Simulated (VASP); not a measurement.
# WC (P-6m2) in VASP: single point with r2SCAN

Aim: the single point of WC with r2SCAN.

Program: VASP 6.6.1. These are calculated values, not measurements. Logs are shortened: lines on timing, memory, paths and dates and some standing lists are left out, and cuts for length are marked.

### Step 1. The cell of the first run

The structure is hexagonal, space group P-6m2 (No. 187). The conventional cell has a = 2.912 Å, b = 2.912 Å, c = 2.836 Å, α = 90.00°, β = 90.00°, γ = 120.00°. W (site symmetry -6m2) has 6 C at 2.20 Å and 8 W at 2.84 to 2.91 Å within 3.0 Å. Within 3.0 Å of C (site symmetry -6m2) lie 6 W at 2.20 Å and 8 C at 2.84 to 2.91 Å.

### Step 2. Single point, r2SCAN

The input, POSCAR:

```
WC
1.0
    2.8361125445      0.0000000000      0.0000000000
    0.0000000000      2.9120972980      0.0000000000
    0.0000000000     -1.4560486490      2.5219502383
W C
1 1
Direct
    0.0000000000      0.0000000000      0.0000000000
    0.5000000000      0.3333333333      0.6666666667
```

The input, INCAR.step1:

```
PREC = Accurate ; ENCUT = 520
ISMEAR = 0 ; SIGMA = 0.1
LREAL = False ; LASPH = True
NELM = 100 ; ISYM = 0
NBANDS = 16 ; GGA = PE
ALGO = Normal ; EDIFF = 1E-4
LWAVE = True ; LCHARG = False
```

The input, INCAR.step2:

```
PREC = Accurate ; ENCUT = 520
EDIFF = 1E-6 ; ISMEAR = 0
SIGMA = 0.1 ; LREAL = False
LASPH = True ; NELM = 100
ALGO = Normal ; ISIF = 2
LWAVE = False ; LCHARG = False
METAGGA = R2SCAN ; LMIXTAU = True
ISYM = 0 ; NBANDS = 16
ISTART = 1
```

The input, KPOINTS:

```
regular mesh
0
Gamma
  12 12 14
```

Potentials or basis: VASP PAW PBE potentials, release 64 (W_sv, C).

Command:

```console
> cat potpaw_PBE.64/W_sv/POTCAR potpaw_PBE.64/C/POTCAR > POTCAR
> cp INCAR.step1 INCAR
> mpirun -np 1 vasp_std > vasp.out
> cp INCAR.step2 INCAR
> mpirun -np 1 vasp_std > vasp.out
```

OUTCAR:

```text
PREC = Accurate
   ENCUT = 520
   EDIFF = 1E-6
   ISMEAR = 0
   LREAL = False
   LASPH = True
   NELM = 100
   ISIF = 2
   METAGGA = R2SCAN
   ISYM = 0
   ISTART = 1

 ion  position               nearest neighbor table
   1  0.000  0.000  0.000-   2 2.20   2 2.20   2 2.20   2 2.20   2 2.20   2 2.20
   2  0.500  0.333  0.667-   1 2.20   1 2.20   1 2.20   1 2.20   1 2.20   1 2.20

IMPORTANT INFORMATION: All symmetrisations will be switched off!
NOSYMM: (Re-)initialisation of all symmetry stuff for point group C_1.

----------------------------------------------------------------------------------------

                                     Primitive cell

  volume of cell :      20.8289

  direct lattice vectors                    reciprocal lattice vectors
     2.836112545  0.000000000  0.000000000     0.352595316  0.000000000  0.000000000
     0.000000000  2.912097298  0.000000000     0.000000000  0.343395120  0.198259265
     0.000000000 -1.456048649  2.521950238     0.000000000  0.000000000  0.396518530

  length of vectors
     2.836112545  2.912097298  2.912097298     0.352595316  0.396518530  0.396518530

  position of ions in fractional coordinates (direct lattice)
     0.000000000  0.000000000  0.000000000
     0.500000000  0.333333333  0.666666667

  ion indices of the primitive-cell ions
   primitive index   ion index
                 1           1
                 2           2

----------------------------------------------------------------------------------------

 KPOINTS: regular mesh

Automatic generation of k-mesh.
 Grid dimensions read from file:
 generate k-points for:   12   12   14

 Generating k-lattice:

  Cartesian coordinates                     Fractional coordinates (reciprocal lattice)
     0.029382943  0.000000000  0.000000000     0.083333333  0.000000000  0.000000000
     0.000000000  0.028616260  0.016521605     0.000000000  0.083333333  0.000000000
     0.000000000  0.000000000  0.028322752     0.000000000  0.000000000  0.071428571

  Length of vectors
     0.029382943  0.033043211  0.028322752

  Shift w.r.t. Gamma in fractional coordinates (k-lattice)
     0.000000000  0.000000000  0.000000000

 -----------------------------------------------------------------------------
|                                                                             |
|           W    W    AA    RRRRR   N    N  II  N    N   GGGG   !!!           |
|           W    W   A  A   R    R  NN   N  II  NN   N  G    G  !!!           |
|           W    W  A    A  R    R  N N  N  II  N N  N  G       !!!           |
|           W WW W  AAAAAA  RRRRR   N  N N  II  N  N N  G  GGG   !            |
|           WW  WW  A    A  R   R   N   NN  II  N   NN  G    G                |
|           W    W  A    A  R    R  N    N  II  N    N   GGGG   !!!           |
|                                                                             |
|     Your reciprocal lattice and k-lattice belong to different lattice       |
|     classes:                                                                |
|                                                                             |
|        The reciprocal lattice is hexagonal,                                 |
|        whereas your k-lattice is simple monoclinic.                         |
|                                                                             |
|     Results are often still useful ...                                      |
|                                                                             |
 -----------------------------------------------------------------------------

 WARNING: IBZKPT: internal override: KBLOWUP is changed to .FALSE.
      ... skipping the blow-up phase ...

 Subroutine IBZKPT returns following result:
 ===========================================

 Found   1012 irreducible k-points:

 Following reciprocal coordinates:
            Coordinates               Weight
  0.000000  0.000000  0.000000      1.000000
  0.083333  0.000000  0.000000      2.000000
  0.166667  0.000000  0.000000      2.000000
  0.250000  0.000000  0.000000      2.000000
  0.333333  0.000000  0.000000      2.000000
  0.416667  0.000000  0.000000      2.000000
[... 16 lines left out ...]
  0.250000  0.166667  0.000000      2.000000
  0.333333  0.166667  0.000000      2.000000
 [... further k-points ...]
   k-points           NKPTS =   1012   k-points in BZ     NKDIM =   1012   number of bands    NBANDS=     16
   number of dos      NEDOS =    301   number of ions     NIONS =      2
   total plane-waves  NPLWV =  13824
   dimension x,y,z NGX =    24 NGY =   24 NGZ =   24
   dimension x,y,z NGXF=    48 NGYF=   48 NGZF=   48
   ions per type =               1   1
   NGX,Y,Z   is equivalent  to a cutoff of  14.07, 13.70, 13.70 a.u.
   NGXF,Y,Z  is equivalent  to a cutoff of  28.14, 27.40, 27.40 a.u.
 SYSTEM =  unknown system
   PREC   = accura    normal or accurate (medium, high low for compatibility)
   ISTART =      1    job   : 0-new  1-cont  2-samecut
   ICHARG =      0    charge: 1-file 2-atom 10-const
   ISPIN  =      1    spin polarized calculation?
   LNONCOLLINEAR =      F non collinear calculations
   LSORBIT =      F    spin-orbit coupling
   LASPH  =      T    aspherical Exc in radial PAW
   ENCUT  =  520.0 eV  38.22 Ry    6.18 a.u.   5.27  5.41  5.41*2*pi/ulx,y,z
   NELM   =    100;   NELMIN=  2; NELMDL=  0     # of ELM steps
   EDIFF  = 0.1E-05   stopping-criterion for ELM
   LREAL  =      F    real-space projection
   EDIFFG = 0.1E-04   stopping-criterion for IOM
   NSW    =      0    number of steps for IOM
   IBRION =     -1    ionic relax: 0-MD 1-quasi-New 2-CG
   NFREE  =      0    steps in history (QN), initial steepest desc. (CG)
   ISIF   =      2    stress and relaxation
   ISYM   =      0    0-nonsym 1-usesym 2-fastsym
   POTIM  = 0.5000    time-step for ionic-motion
   TEBEG  =    0.0;   TEEND  =   0.0 temperature during run
   PSTRESS=    0.0 pullay stress
   NELECT =      18.0000    total number of electrons
   NUPDOWN=      -1.0000    fix difference up-down
   EMIN   =  10.00;   EMAX   =-10.00  energy-range for DOS
   EFERMI =   0.00;   METHOD = LEGACY
   ISMEAR =     0;   SIGMA  =   0.10  broadening in eV -4-tet -1-fermi 0-gaus
   EFERMI_NEDOS =   21; number of points for ismear=-14 and -15
   IALGO  =     38    algorithm
   IMIX   =      4    mixing-type and parameters
     AMIX     =   0.40;   BMIX     =  1.00
     AMIX_MAG =   1.60;   BMIX_MAG =  1.00
  volume/ion in A,a.u.               =      10.41        70.28
  Fermi-wavevector in a.u.,A,eV,Ry     =   1.559350  2.946745 33.083568  2.431574
  Thomas-Fermi vector in A             =   2.662722
   LORBIT       =      0    0 simple, 1 ext, 2 COOP (PROOUT), +10 PAW based schemes
   METAGGA = R2SCAN    functional components
   LHFCALC =     F    Hartree Fock is set to
   AEXX    =    0.0000 exact exchange contribution
   IVDW    =     0    specifies the selected vdW correction
   LEPSILON=     F    determine dielectric tensor
   LRPA    =     F    only Hartree local field effects (RPA)
 non-spin polarized calculation
 Gauss-broadening in eV      SIGMA  =   0.10
  energy-cutoff  :      520.00
  volume of cell :       20.83
 maximum number of plane-waves:       581
 NGX is ok and might be reduce to    24
   NGX = 11   NGY = 11   NGZ = 11

 number of electron      18.0000001 magnetization

 Free energy of the ion-electron system (eV)
  ---------------------------------------------------
  ext. energy  EPLUGINS =         0.00000000
  ---------------------------------------------------
  free energy    TOTEN  =       -61.61411351 eV

  energy without entropy =      -61.61306611  energy(sigma->0) =      -61.61358981

 E-fermi :  10.9087     XC(G=0): -14.9465

 val. band max:       10.8902346279   @ k =   0.4167  -0.0833   0.1429
 cond. band min:      10.9101641700   @ k =  -0.3333   0.0000   0.0714
 fundamental gap:      0.0199295420
 Fermi energy:        10.9087333053

 k-point     1 :       0.0000    0.0000    0.0000
  band No.  band energies     occupation
      1     -65.0440      2.00000
      2     -28.3451      2.00000
      3     -28.2486      2.00000
      4     -28.2479      2.00000
      5      -4.3027      2.00000
      6       6.4433      2.00000
[... 8 lines left out ...]
     15      26.1465      0.00000
     16      28.4526      0.00000

 k-point     2 :       0.0833    0.0000    0.0000
  band No.  band energies     occupation
      1     -65.0410      2.00000
      2     -28.4006      2.00000
      3     -28.2438      2.00000
      4     -28.2431      2.00000
      5      -4.1269      2.00000
      6       6.3469      2.00000
[... 8 lines left out ...]
     15      26.5695      0.00000
     16      28.4941      0.00000

 k-point     3 :       0.1667    0.0000    0.0000
  band No.  band energies     occupation
      1     -65.0327      2.00000
      2     -28.5499      2.00000
      3     -28.2308      2.00000
      4     -28.2301      2.00000
      5      -3.6210      2.00000
      6       5.9193      2.00000
[... 8 lines left out ...]
     15      27.6129      0.00000
     16      28.9840      0.00000

 k-point     4 :       0.2500    0.0000    0.0000
  band No.  band energies     occupation
      1     -65.0213      2.00000
      2     -28.7488      2.00000
      3     -28.2130      2.00000
      4     -28.2123      2.00000
      5      -2.8419      2.00000
      6       5.0312      2.00000
[... 8 lines left out ...]
     15      28.0468      0.00000
     16      30.3161      0.00000
[... 324 lines left out ...]
 k-point    22 :       0.1667    0.1667    0.0000
  band No.  band energies     occupation
      1     -65.0168      2.00000
      2     -28.5196      2.00000
      3     -28.4454      2.00000
      4     -28.2796      2.00000
      5      -2.9906      2.00000
      6       6.1193      2.00000
[... 8 lines left out ...]
     15      25.2912      0.00000
     16      29.8861      0.00000

 k-point    23 :       0.2500    0.1667    0.0000
  band No.  band energies     occupation
      1     -65.0055      2.00000
      2     -28.7123      2.00000
      3     -28.4261      2.00000
      4     -28.2609      2.00000
      5      -2.3265      2.00000
      6       5.2843      2.00000
[... 8 lines left out ...]
     15      25.7967      0.00000
     16      30.5887      0.00000

 k-point    24 :       0.3333    0.1667    0.0000
  band No.  band energies     occupation
      1     -64.9942      2.00000
      2     -28.9013      2.00000
      3     -28.4052      2.00000
      4     -28.2422      2.00000
      5      -1.5408      2.00000
      6       4.1912      2.00000
[... 8 lines left out ...]
     15      26.5927      0.00000
     16      29.3014      0.00000

 [... further k-points ...]

------------------------ aborting loop because EDIFF is reached ----------------------------------------

  FORCE on cell =-STRESS in cart. coord.  units (eV):
  Direction    XX          YY          ZZ          XY          YZ          ZX
  --------------------------------------------------------------------------------------
  -------------------------------------------------------------------------------------
  Total        0.2765821      0.2407574      0.2351637     -0.0000001      0.0068921      0.0000001
  in kB       21.2749586     18.5192932     18.0890221     -0.0000065      0.5301490      0.0000039
  external PRESSURE =      19.2944246 kB  Pullay stress =       0.0000000 kB

 VOLUME and BASIS-vectors are now :
 -----------------------------------------------------------------------------
  energy-cutoff  :      520.00
  volume of cell :       20.83
      direct lattice vectors                 reciprocal lattice vectors
     2.836112545  0.000000000  0.000000000     0.352595316  0.000000000  0.000000000
     0.000000000  2.912097298  0.000000000     0.000000000  0.343395120  0.198259265
     0.000000000 -1.456048649  2.521950238     0.000000000  0.000000000  0.396518530

 POSITION                                       TOTAL-FORCE (eV/Angst)
 -----------------------------------------------------------------------------------
      0.00000      0.00000      0.00000        -0.000000      0.000059      0.002137
      1.41806     -0.00000      1.68130         0.000000     -0.000059     -0.002137
 -----------------------------------------------------------------------------------
    total drift:                               -0.000000      0.000003     -0.000003

  FREE ENERGIE OF THE ION-ELECTRON SYSTEM (eV)
  ---------------------------------------------------
  free  energy   TOTEN  =       -61.6141135121 eV

  energy  without entropy=      -61.6130661106  energy(sigma->0) =      -61.61358981
```

Wall time 8.3 min (1 thread of Intel Xeon Platinum 8488C (Sapphire Rapids), shared host); peak memory 0.43 GiB.

Results:

- Free energy: -61.6141 eV
- Pressure: 1.9 GPa
- Band gap on the k mesh: zero (bands 9 and 10 overlap by 1.34 eV)

Forces in eV/Å, atoms in the order of the input:
```
W    0.000  0.000  0.002
C    0.000  0.000 -0.002
```

Stress tensor (GPa, compression positive):
```
2.13 0.00 0.00
0.00 1.85 0.05
0.00 0.05 1.81
```

Levels at points of the mesh, in eV from the Fermi level:
```tsv
k point	band 7	band 8	band 9	band 10	band 11	band 12
(0.00, 0.00, 0.00)	-3.48	-3.48	0.12	3.40	3.41	5.95
(0.50, 0.00, 0.00)	-2.10	-2.10	-0.57	-0.57	3.84	4.83
(0.00, 0.50, 0.00)	-3.72	-3.68	-0.52	2.49	4.71	5.07
(0.50, 0.50, 0.00)	-4.48	-4.36	0.22	4.58	5.48	6.95
(0.00, 0.00, 0.50)	-3.72	-3.68	-0.52	2.49	4.71	5.07
(0.50, 0.00, 0.50)	-4.48	-4.36	0.22	4.58	5.48	6.95
(0.00, 0.50, 0.50)	-3.72	-3.68	-0.52	2.49	4.71	5.07
(0.50, 0.50, 0.50)	-4.48	-4.36	0.22	4.58	5.48	6.95
```

Caveat: the PAW data sets were made with another functional, which shifts forces and pressure a little; spin-orbit coupling is left out, which moves the levels of the heavy elements.
